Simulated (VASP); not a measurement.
# Si2Mo (MoSi2 type) (I4/mmm) in VASP: further runs, part 2 of 2

VASP 6.6.1.

## Step 6: Relaxation of shape and atoms at fixed volume, PBEsol

File INCAR:

```
PREC = Accurate ; ENCUT = 600
EDIFF = 1E-6 ; ISMEAR = -1
SIGMA = 0.05 ; LREAL = F
LASPH = T ; NELM = 80
ALGO = Normal ; ISIF = 4
LWAVE = F ; LCHARG = F
GGA = PS ; IBRION = 2
NSW = 50 ; EDIFFG = -0.005
```

File KPOINTS:

```
regular mesh
0
Gamma
  14 14 14
```

File POSCAR:

```
Si2Mo
1.0
   -1.5624207432      1.5624207432      3.8303750781
    1.5624207432     -1.5624207432      3.8303750781
    1.5624207432      1.5624207432     -3.8303750781
Mo Si
1 2
Direct
    0.0000000000      0.0000000000      0.0000000000
    0.3350738262      0.3350738262      0.0000000000
   -0.3350738262     -0.3350738262      0.0000000000
```

Potentials or basis: VASP PAW PBE potentials, release 64 (Mo_sv, Si).

Run with:

```console
$ cat potpaw_PBE.64/Mo_sv/POTCAR potpaw_PBE.64/Si/POTCAR > POTCAR
$ mpirun -np 1 vasp_std > vasp.out
```

OUTCAR:

```text
PREC = Accurate
   ENCUT = 600
   EDIFF = 1E-6
   ISMEAR = -1
   LREAL = F
   LASPH = T
   NELM = 80
   ISIF = 4
   GGA = PS
   IBRION = 2
   NSW = 50
   EDIFFG = -0.005

 ion  position               nearest neighbor table
   1  0.000  0.000  0.000-   3 2.55   3 2.55   2 2.55   3 2.55   2 2.55   2 2.55   3 2.55   2 2.55
                             2 2.57   3 2.57
   2  0.335  0.335  0.000-   3 2.53   1 2.55   1 2.55   1 2.55   1 2.55   3 2.57   3 2.57   3 2.57
                             3 2.57   1 2.57
   3  0.665  0.665  0.000-   2 2.53   1 2.55   1 2.55   1 2.55   1 2.55   2 2.57   2 2.57   2 2.57
                             2 2.57   1 2.57

  LATTYP: Found a body centered tetragonal cell.
 ALAT       =     3.1248414864
 C/A-ratio  =     2.4515644040

  Lattice vectors:

 A1 = (  -1.5624207432,   1.5624207432,   3.8303750781)
 A2 = (   1.5624207432,  -1.5624207432,   3.8303750781)
 A3 = (   1.5624207432,   1.5624207432,  -3.8303750781)

Analysis of symmetry for initial positions (statically):
=====================================================================
 Subroutine PRICEL returns:
 Original cell was already a primitive cell.

 Routine SETGRP: Setting up the symmetry group for a
 body centered tetragonal supercell.

 Subroutine GETGRP returns: Found 16 space group operations
 (whereof 16 operations were pure point group operations)
 out of a pool of 16 trial point group operations.

The static configuration has the point symmetry D_4h.

Analysis of symmetry for dynamics (positions and initial velocities):
=====================================================================
 Subroutine PRICEL returns:
 Original cell was already a primitive cell.

 Routine SETGRP: Setting up the symmetry group for a
 body centered tetragonal supercell.

 Subroutine GETGRP returns: Found 16 space group operations
 (whereof 16 operations were pure point group operations)
 out of a pool of 16 trial point group operations.

The dynamic configuration has the point symmetry D_4h.

 Subroutine INISYM returns: Found 16 space group operations
 (whereof 16 operations are pure point group operations),
 and found     1 'primitive' translations

----------------------------------------------------------------------------------------

                                     Primitive cell

  volume of cell :      37.4022

  direct lattice vectors                    reciprocal lattice vectors
    -1.562420743  1.562420743  3.830375078     0.000000000  0.320016233  0.130535519
     1.562420743 -1.562420743  3.830375078     0.320016233  0.000000000  0.130535519
     1.562420743  1.562420743 -3.830375078     0.320016233  0.320016233  0.000000000

  length of vectors
     4.422000723  4.422000723  4.422000723     0.345615264  0.345615264  0.452571296

  position of ions in fractional coordinates (direct lattice)
     0.000000000  0.000000000  0.000000000
     0.335073826  0.335073826  0.000000000
     0.664926174  0.664926174  0.000000000

  ion indices of the primitive-cell ions
   primitive index   ion index
                 1           1
                 2           2
                 3           3

----------------------------------------------------------------------------------------

 KPOINTS: regular mesh
[... 56 lines left out ...]
   NGX,Y,Z   is equivalent  to a cutoff of  13.53, 13.53, 13.53 a.u.
   NGXF,Y,Z  is equivalent  to a cutoff of  27.07, 27.07, 27.07 a.u.
 SYSTEM =  unknown system
   PREC   = accura    normal or accurate (medium, high low for compatibility)
   ISTART =      0    job   : 0-new  1-cont  2-samecut
   ICHARG =      2    charge: 1-file 2-atom 10-const
   ISPIN  =      1    spin polarized calculation?
   LNONCOLLINEAR =      F non collinear calculations
   LSORBIT =      F    spin-orbit coupling
   LASPH  =      T    aspherical Exc in radial PAW
   ENCUT  =  600.0 eV  44.10 Ry    6.64 a.u.   8.83  8.83  8.83*2*pi/ulx,y,z
   NELM   =     80;   NELMIN=  2; NELMDL= -5     # of ELM steps
   EDIFF  = 0.1E-05   stopping-criterion for ELM
   LREAL  =      F    real-space projection
   EDIFFG = -.5E-02   stopping-criterion for IOM
   NSW    =     50    number of steps for IOM
   IBRION =      2    ionic relax: 0-MD 1-quasi-New 2-CG
   NFREE  =      1    steps in history (QN), initial steepest desc. (CG)
   ISIF   =      4    stress and relaxation
   ISYM   =      2    0-nonsym 1-usesym 2-fastsym
   POTIM  = 0.5000    time-step for ionic-motion
   TEBEG  =    0.0;   TEEND  =   0.0 temperature during run
   PSTRESS=    0.0 pullay stress
   NELECT =      22.0000    total number of electrons
   NUPDOWN=      -1.0000    fix difference up-down
   EMIN   =  10.00;   EMAX   =-10.00  energy-range for DOS
   EFERMI =   0.00;   METHOD = LEGACY
   ISMEAR =    -1;   SIGMA  =   0.05  broadening in eV -4-tet -1-fermi 0-gaus
   EFERMI_NEDOS =   21; number of points for ismear=-14 and -15
   IALGO  =     38    algorithm
   IMIX   =      4    mixing-type and parameters
     AMIX     =   0.40;   BMIX     =  1.00
     AMIX_MAG =   1.60;   BMIX_MAG =  1.00
  volume/ion in A,a.u.               =      12.47        84.13
  Fermi-wavevector in a.u.,A,eV,Ry     =   1.371671  2.592082 25.599108  1.881481
  Thomas-Fermi vector in A             =   2.497347
   LORBIT       =      0    0 simple, 1 ext, 2 COOP (PROOUT), +10 PAW based schemes
   GGA     = PS    functional components
   LHFCALC =     F    Hartree Fock is set to
   AEXX    =    0.0000 exact exchange contribution
   IVDW    =     0    specifies the selected vdW correction
   LEPSILON=     F    determine dielectric tensor
   LRPA    =     F    only Hartree local field effects (RPA)
 conjugate gradient relaxation of ions
 non-spin polarized calculation
  energy-cutoff  :      600.00
  volume of cell :       37.40
 maximum number of plane-waves:      1267
   NGX = 17   NGY = 17   NGZ = 17

--------------------------------------- Ionic step        1  -------------------------------------------

 number of electron      22.0000000 magnetization

 Free energy of the ion-electron system (eV)
  ---------------------------------------------------
  ext. energy  EPLUGINS =         0.00000000
  ---------------------------------------------------
  free energy    TOTEN  =       -24.96128182 eV

  energy without entropy =      -24.95916143  energy(sigma->0) =      -24.96022162

------------------------ aborting loop because EDIFF is reached ----------------------------------------

  FORCE on cell =-STRESS in cart. coord.  units (eV):
  Direction    XX          YY          ZZ          XY          YZ          ZX
  --------------------------------------------------------------------------------------
  -------------------------------------------------------------------------------------
  Total        3.6283056      3.6283056      4.1206311      0.0000000      0.0000000      0.0000000
  in kB      155.4236669    155.4236669    176.5131362      0.0000000      0.0000000      0.0000000
  external PRESSURE =     162.4534900 kB  Pullay stress =       0.0000000 kB
[... 135 lines left out ...]
--------------------------------------- Ionic step        5  -------------------------------------------

 number of electron      22.0000000 magnetization

 Free energy of the ion-electron system (eV)
  ---------------------------------------------------
  ext. energy  EPLUGINS =         0.00000000
  ---------------------------------------------------
  free energy    TOTEN  =       -24.96314450 eV

  energy without entropy =      -24.96098362  energy(sigma->0) =      -24.96206406

 E-fermi :  13.3151     XC(G=0): -12.8607

 val. band max:       13.3150949734   @ k =   0.5000   0.5000   0.2857
 cond. band min:      13.3333014413   @ k =  -0.4286   0.5000   0.2857
 fundamental gap:      0.0182064679
 Fermi energy:        13.3151300661

 k-point     1 :       0.0000    0.0000    0.0000
  band No.  band energies     occupation
      1     -47.2257      2.00000
      2     -21.4745      2.00000
      3     -21.3362      2.00000
      4     -21.3362      2.00000
      5      -0.7041      2.00000
      6       6.4473      2.00000
      7       9.8654      2.00000
      8       9.9450      2.00000
      9      10.4842      2.00000
     10      10.4842      2.00000
     11      13.7558      0.00030
     12      16.1701      0.00000
     13      16.9394      0.00000
     14      17.1368      0.00000
[... 401 lines left out ...]
      2     -21.5418      2.00000
      3     -21.4547      2.00000
      4     -21.3798      2.00000
      5       1.3233      2.00000
      6       5.6671      2.00000
      7       7.8511      2.00000
      8       9.6691      2.00000
      9      10.5488      2.00000
     10      10.8129      2.00000
     11      11.4091      2.00000
     12      15.3272      0.00000
     13      15.9245      0.00000
     14      17.2678      0.00000
     15      18.4711      0.00000

 [... further k-points ...]
[... 5 lines left out ...]
  --------------------------------------------------------------------------------------
  -------------------------------------------------------------------------------------
  Total        3.7327802      3.7327802      3.7346770      0.0000000      0.0000000      0.0000000
  in kB      159.8989888    159.8989888    159.9802395      0.0000000      0.0000000      0.0000000
  external PRESSURE =     159.9260724 kB  Pullay stress =       0.0000000 kB
[... 18 lines left out ...]
  FREE ENERGIE OF THE ION-ELECTRON SYSTEM (eV)
  ---------------------------------------------------
  free  energy   TOTEN  =       -24.9631445048 eV

  energy  without entropy=      -24.9609836179  energy(sigma->0) =      -24.96206406

 reached required accuracy - stopping structural energy minimisation
```

CONTCAR:

```text
Si2Mo
   1.00000000000000
    -1.5600937344862376    1.5600937344862376    3.8418102418473250
     1.5600937344862376   -1.5600937344862376    3.8418102418473250
     1.5600937344862376    1.5600937344862376   -3.8418102418473250
  Mo              Si
     1     2
Direct
     0.0000000000000000    0.0000000000000000    0.0000000000000000
     0.3341708346833463    0.3341708346833463    0.0000000000000000
     0.6658291653166537    0.6658291653166537    0.0000000000000000

  0.00000000E+00  0.00000000E+00  0.00000000E+00
  0.00000000E+00  0.00000000E+00  0.00000000E+00
  0.00000000E+00  0.00000000E+00  0.00000000E+00
```

Run time: 11 min. Hardware: 1 thread of Oxide Virtual Turin-like, shared host; peak memory 0.3 GiB.

Results:

| Quantity | Value |
| --- | --- |
| Free energy | -24.9631 eV |
| Energy gained by relaxing | 0.6 meV/atom |
| Ionic steps | 5 |
| Pressure after relaxing | 16.0 GPa |
| Band gap on the k mesh | zero (band 11 reaches 13.88 eV, above the bottom of band 12 at 12.86 eV) |

The path:
```
step  energy change (eV)  largest force (eV/Å)  pressure (GPa)  volume (Å³)
   1              0.0000                0.1642           16.25        37.40
   2             -0.0014                0.0238           15.90        37.40
   3             -0.0018                0.0339           16.00        37.40
   4             -0.0019                0.0105           15.99        37.40
   5             -0.0019                0.0001           15.99        37.40
```

Final structure:
```
CELL_PARAMETERS angstrom
-1.56009 1.56009 3.84181
1.56009 -1.56009 3.84181
1.56009 1.56009 -3.84181
ATOMIC_POSITIONS crystal
Mo 0.00000 0.00000 0.00000
Si 0.33417 0.33417 0.00000
Si 0.66583 0.66583 0.00000
```

Caveat: the PAW data sets were made with another functional, which shifts forces and pressure a little.

## Step 7: Summary

| task | cell | cutoff (eV) | gap on the mesh (eV) | pressure (GPa) | largest force (eV/Å) |
| --- | --- | --- | --- | --- | --- |
| single point | a = 4.430 Å, angles 138.8, 138.8, 59.7°, 3 atoms | 520 | none | 16.0 | 0.01 |
| single point | a = 4.514 Å, angles 138.6, 138.6, 60.0°, 3 atoms | 520 | none | 0.4 | 0.01 |
| relaxation of cell and atoms | relaxed from a = 4.385 Å, angles 138.6, 138.6, 60.0°, 3 atoms | 600 | none | 0.0 | - |
| relaxation of shape and atoms at fixed volume | relaxed from a = 4.422 Å, angles 138.6, 138.6, 60.0°, 3 atoms | 600 | none | 16.0 | - |

Alike in all rows: level PBEsol; potentials or basis VASP PAW PBE potentials, release 64 (Mo_sv, Si); no spin polarisation; k mesh 14 × 14 × 14; smearing fermi-dirac 0.05 eV.

Caveats: the PAW data sets were made with another functional, which shifts forces and pressure a little.

Total energies depend on the potentials used, so only differences within one code and one set of settings carry meaning.
